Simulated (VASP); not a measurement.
# BaTiO3 (P1) in VASP: a series of runs, part 2 of 2

VASP 6.6.1. The steps go on from the part before.

## Step 3: Single point, PBE (12.07 Å³/atom)

This run uses another cell than the first one, of 12.07 Å³/atom.

Contents of INCAR:

```
SYSTEM = BaTiO3
PREC = Accurate
ENCUT = 520
EDIFF = 1E-6
ISMEAR = -1
SIGMA = 0.05
LREAL = .False.
LASPH = .True.
NELM = 80
ALGO = Normal
ISIF = 2
LWAVE = .False.
LCHARG = .False.
GGA = PE
NBANDS = 28
```

Contents of KPOINTS:

```
Automatic mesh
0
Gamma
  7 7 7
  0 0 0
```

Contents of POSCAR:

```
BaTiO3
1.0
    2.7699444496      1.5992281703      2.2704176889
   -2.7699444496      1.5992281703      2.2704176889
    0.0000000000     -3.1984563407      2.2704176889
Ba Ti O
1 1 3
Direct
    0.0334731600      0.9884685300      0.0018377600
    0.5061032600      0.5274847800      0.5372321600
    0.4862471500      0.4971470800      0.9711514600
    0.4740898700      0.9864150100      0.4720123700
    0.9787865600      0.4791845900      0.4964662400
```

Potentials or basis: VASP PAW PBE potentials, release 64 (Ba_sv, Ti_sv, O).

The run is started by

```console
$ cat potpaw_PBE.64/Ba_sv/POTCAR potpaw_PBE.64/Ti_sv/POTCAR potpaw_PBE.64/O/POTCAR > POTCAR
$ mpirun -np 1 vasp_std > vasp.out
```

OUTCAR:

```text
SYSTEM = BaTiO3
   PREC = Accurate
   ENCUT = 520
   EDIFF = 1E-6
   ISMEAR = -1
   LREAL = .False.
   LASPH = .True.
   NELM = 80
   ISIF = 2
   GGA = PE

 ion  position               nearest neighbor table
   1  0.033  0.988  0.002-   4 2.53   3 2.62   3 2.68   4 2.70   5 2.74   5 2.77   5 2.79   5 2.83
                             4 2.86   3 2.89   3 2.93   4 3.03   2 3.16   2 3.31   2 3.33   2 3.35
   2  0.506  0.527  0.537-   3 1.71   4 1.82   5 1.87   5 2.08   4 2.14   3 2.23   1 3.16   1 3.31
                             1 3.33   1 3.35   1 3.45   1 3.47   1 3.52   1 3.62
[... 952 lines left out ...]
  -------------------------------------------------------------------------------------
  Total        8.6116703     10.7515391      9.1718730     -0.0698144     -2.2208457     -0.0600919
  in kB      228.6438242    285.4583291    243.5174640     -1.8536056    -58.9644797     -1.5954664
  external PRESSURE =     252.5398724 kB  Pullay stress =       0.0000000 kB

 VOLUME and BASIS-vectors are now :
 -----------------------------------------------------------------------------
  energy-cutoff  :      520.00
  volume of cell :       60.34
      direct lattice vectors                 reciprocal lattice vectors
     2.769944450  1.599228170  2.270417689     0.180509035  0.104216940  0.146815863
    -2.769944450  1.599228170  2.270417689    -0.180509035  0.104216940  0.146815863
     0.000000000 -3.198456341  2.270417689     0.000000000 -0.208433880  0.146815863

 POSITION                                       TOTAL-FORCE (eV/Angst)
 -----------------------------------------------------------------------------------
     -2.64528      1.62844      2.32441        -1.583015     -0.487496     -0.442186
     -0.05923     -0.06537      3.56642         1.125439      2.038996     -2.409990
     -0.03019     -1.53351      4.43764         0.296707     -2.197919      1.523020
     -1.41911      0.82597      4.38762        -0.039393      0.146030      0.997799
      1.38387      0.74370      4.43739         0.200262      0.500389      0.331357
 -----------------------------------------------------------------------------------
    total drift:                                0.000641     -0.000259      0.000255

  FREE ENERGIE OF THE ION-ELECTRON SYSTEM (eV)
  ---------------------------------------------------
  free  energy   TOTEN  =       -39.2875102992 eV

  energy  without entropy=      -39.2875102992  energy(sigma->0) =      -39.28751030
```

OSZICAR:

```text
N       E                     dE             d eps       ncg     rms          rms(c)
DAV:   1     0.445189307946E+03    0.44519E+03   -0.21023E+04  9632   0.157E+03
DAV:   2    -0.194699497087E+01   -0.44714E+03   -0.42608E+03 10960   0.435E+02
DAV:   3    -0.469896690617E+02   -0.45043E+02   -0.44618E+02 13120   0.137E+02
DAV:   4    -0.492214655714E+02   -0.22318E+01   -0.22270E+01 14656   0.260E+01
DAV:   5    -0.492714243362E+02   -0.49959E-01   -0.49951E-01 12800   0.337E+00    0.274E+01
DAV:   6    -0.393158349389E+02    0.99556E+01   -0.51406E+01 14648   0.737E+01    0.108E+01
DAV:   7    -0.393907039052E+02   -0.74869E-01   -0.10326E+01 12968   0.254E+01    0.887E+00
DAV:   8    -0.392614615301E+02    0.12924E+00   -0.67152E-01 12136   0.894E+00    0.339E+00
DAV:   9    -0.392987154287E+02   -0.37254E-01   -0.21055E-01 13192   0.330E+00    0.118E+00
DAV:  10    -0.392880349689E+02    0.10680E-01   -0.81407E-02 11768   0.321E+00    0.285E-01
DAV:  11    -0.392874793512E+02    0.55562E-03   -0.37459E-03 12184   0.544E-01    0.739E-02
DAV:  12    -0.392875218554E+02   -0.42504E-04   -0.25655E-04 11648   0.122E-01    0.477E-02
DAV:  13    -0.392875076319E+02    0.14224E-04   -0.19739E-04 12336   0.139E-01    0.186E-02
DAV:  14    -0.392875103039E+02   -0.26720E-05   -0.29098E-05 12620   0.418E-02    0.756E-03
DAV:  15    -0.392875102992E+02    0.47207E-08   -0.46454E-06 11300   0.196E-02
   1 F= -.39287510E+02 E0= -.39287510E+02  d E =-.619760E-11
```

stdout:

```text
POSCAR found type information on POSCAR BaTiO
 POSCAR found :  3 types and       5 ions
 scaLAPACK will be used
 LDA part: xc-table for (Slater+PW92), standard interpolation
 POSCAR, INCAR and KPOINTS ok, starting setup
 FFT: planning ... GRIDC
 FFT: planning ... GRID_SOFT
 FFT: planning ... GRID
 WAVECAR not read
 entering main loop
```

Run time: 2.2 min. Hardware: 1 thread of Intel Xeon 6975P-C (Granite Rapids), shared host; peak memory 0.38 GiB.

Results:

```yaml
Free_energy: -39.2875 eV
Pressure: 25.3 GPa
Largest_force: 3.351 eV/Å
Band_gap_on_the_k_mesh: 2.93 eV (least direct gap 3.46 eV)
```

Forces on the atoms (eV/Å):
```
Ba  -1.583 -0.487 -0.442
Ti   1.125  2.039 -2.410
O    0.297 -2.198  1.523
O   -0.039  0.146  0.998
O    0.200  0.500  0.331
```

Levels at points of the mesh, in eV from the valence-band top:
```tsv
k point	band 17	band 18	band 19	band 20	band 21	band 22	band 23	band 24
(0.00, 0.00, 0.00)	-1.25	-0.72	-0.57	-0.53	2.93	3.22	3.58	5.20
```

Caveat: the stress differs along the axes, from 23 to 29 GPa; spin-orbit coupling is left out, which moves the levels of the heavy elements; forces of over 1 eV/Å act on the atoms, so gaps and moduli don't describe the material at rest. A k mesh can miss the band edges.

## Step 4: Single point, PBE (12.33 Å³/atom)

This run uses another cell than the first one, of 12.33 Å³/atom.

Contents of INCAR:

```
ALGO = Normal ; EDIFF = 1E-7
ENCUT = 520 ; GGA = PE
ISIF = 2 ; ISMEAR = -1
LASPH = T ; LCHARG = T
LELF = T ; LREAL = F
LVHAR = T ; LWAVE = F
NBANDS = 28 ; NELM = 100
PREC = Accurate ; SIGMA = 0.05
```

Contents of KPOINTS:

```
k-points
0
Gamma
  7 7 7
```

POSCAR: that of step 3 with these lines changed.

```diff
@@ -2,5 +2,5 @@
 1.0
-    2.7699444496      1.5992281703      2.2704176889
-   -2.7699444496      1.5992281703      2.2704176889
-    0.0000000000     -3.1984563407      2.2704176889
+    2.7894517434      1.6104907116      2.2864070727
+   -2.7894517434      1.6104907116      2.2864070727
+    0.0000000000     -3.2209814232      2.2864070727
 Ba Ti O
```

The run is started by

```console
$ cat potpaw_PBE.64/Ba_sv/POTCAR potpaw_PBE.64/Ti_sv/POTCAR potpaw_PBE.64/O/POTCAR > POTCAR
$ mpirun -np 1 vasp_std > vasp.out
```

Run time: 2.5 min. Hardware: 1 thread of Intel Xeon 6975P-C (Granite Rapids), shared host; peak memory 0.39 GiB.

It converged, with:

- Free energy: -39.4706 eV
- Pressure: 20.1 GPa
- Largest force: 2.983 eV/Å
- Band gap on the k mesh: 2.87 eV (least direct gap 3.41 eV)

Forces on the atoms (eV/Å):
```
Ba  -1.474 -0.458 -0.381
Ti   1.057  1.860 -2.078
O    0.249 -1.859  1.309
O    0.085  0.030  0.864
O    0.084  0.427  0.286
```

Stress tensor (GPa, compression positive):
```
17.81 -0.09 -0.20
-0.09 23.01 -5.47
-0.20 -5.47 19.59
```

Levels at points of the mesh, in eV from the valence-band top:
```
           k point  band 17  band 18  band 19  band 20  band 21  band 22  band 23  band 24
(0.00, 0.00, 0.00)    -1.22    -0.72    -0.58    -0.54     2.87     3.15     3.50     5.10
```

Caveat: the stress differs along the axes, from 18 to 23 GPa; spin-orbit coupling is left out, which moves the levels of the heavy elements; forces of over 1 eV/Å act on the atoms, so gaps and moduli don't describe the material at rest. A k mesh can miss the band edges.

## Step 5: Single point, PBE (12.58 Å³/atom)

This run uses another cell than the first one, of 12.58 Å³/atom.

Contents of INCAR:

```
SYSTEM = BaTiO3
PREC = Accurate
ENCUT = 520
EDIFF = 1E-7
ISMEAR = -1
SIGMA = 0.05
LREAL = .False.
LASPH = .True.
NELM = 80
ALGO = Normal
ISIF = 2
LWAVE = .False.
LCHARG = .False.
GGA = PE
NBANDS = 28
```

Contents of KPOINTS:

```
regular mesh
0
Gamma
  7 7 7
  0 0 0
```

POSCAR: that of step 4 with these lines changed.

```diff
@@ -2,5 +2,5 @@
 1.0
-    2.7894517434      1.6104907116      2.2864070727
-   -2.7894517434      1.6104907116      2.2864070727
-    0.0000000000     -3.2209814232      2.2864070727
+    2.8086899495      1.6215978951      2.3021758956
+   -2.8086899495      1.6215978951      2.3021758956
+    0.0000000000     -3.2431957902      2.3021758956
 Ba Ti O
```

The run is started by

```console
$ cat potpaw_PBE.64/Ba_sv/POTCAR potpaw_PBE.64/Ti_sv/POTCAR potpaw_PBE.64/O/POTCAR > POTCAR
$ mpirun -np 1 vasp_std > vasp.out
```

Wall time 2.5 min (1 thread of Intel Xeon 6975P-C (Granite Rapids), shared host); peak memory 0.4 GiB.

It converged, with:

```
Free energy            : -39.6147 eV
Pressure               : 15.5 GPa
Largest force          : 2.639 eV/Å
Band gap on the k mesh : 2.81 eV (least direct gap 3.36 eV)
```

Forces on the atoms (eV/Å):
```
Ba  -1.373 -0.430 -0.324
Ti   0.992  1.692 -1.765
O    0.204 -1.542  1.109
O    0.201 -0.078  0.738
O   -0.025  0.358  0.243
```

Stress tensor (GPa, compression positive):
```
13.26  0.01 -0.23
 0.01 18.02 -5.07
-0.23 -5.07 15.32
```

Levels at points of the mesh, in eV from the valence-band top:
| k point | band 17 | band 18 | band 19 | band 20 | band 21 | band 22 | band 23 | band 24 |
| --- | --- | --- | --- | --- | --- | --- | --- | --- |
| (0.00, 0.00, 0.00) | -1.20 | -0.72 | -0.60 | -0.55 | 2.81 | 3.08 | 3.41 | 4.96 |

Caveat: the cell stands under pressure; spin-orbit coupling is left out, which moves the levels of the heavy elements; forces of over 1 eV/Å act on the atoms, so gaps and moduli don't describe the material at rest.

## Step 6: Overview

| level | U | cell | gap on the mesh (eV) | pressure (GPa) | largest force (eV/Å) |
| --- | --- | --- | --- | --- | --- |
| PBE+U | Ti d U = 4.0 eV | a = 4.004 Å, angles 89.9°, 5 atoms | 3.18 | 15.3 | 3.51 |
| PBE | - | a = 3.922 Å, angles 89.9°, 5 atoms | 2.93 | 25.3 | 3.35 |
| PBE | - | a = 3.950 Å, angles 89.9°, 5 atoms | 2.87 | 20.1 | 2.98 |
| PBE | - | a = 3.977 Å, angles 89.9°, 5 atoms | 2.81 | 15.5 | 2.64 |

Alike in all rows: task single point; potentials or basis VASP PAW PBE potentials, release 64 (Ba_sv, Ti_sv, O); no spin polarisation; k mesh 7 × 7 × 7; cutoff (eV) 520; smearing fermi-dirac 0.05 eV.

Caveats: spin-orbit coupling is left out, which moves the levels of the heavy elements; forces of over 1 eV/Å act on the atoms, so gaps and moduli don't describe the material at rest; the stress differs along the axes, from 13 to 18 GPa (at least some runs); the stress differs along the axes, from 23 to 29 GPa (at least some runs); the stress differs along the axes, from 18 to 23 GPa (at least some runs); the cell stands under pressure (at least some runs).

Absolute energies hang on the potentials; compare differences alone.
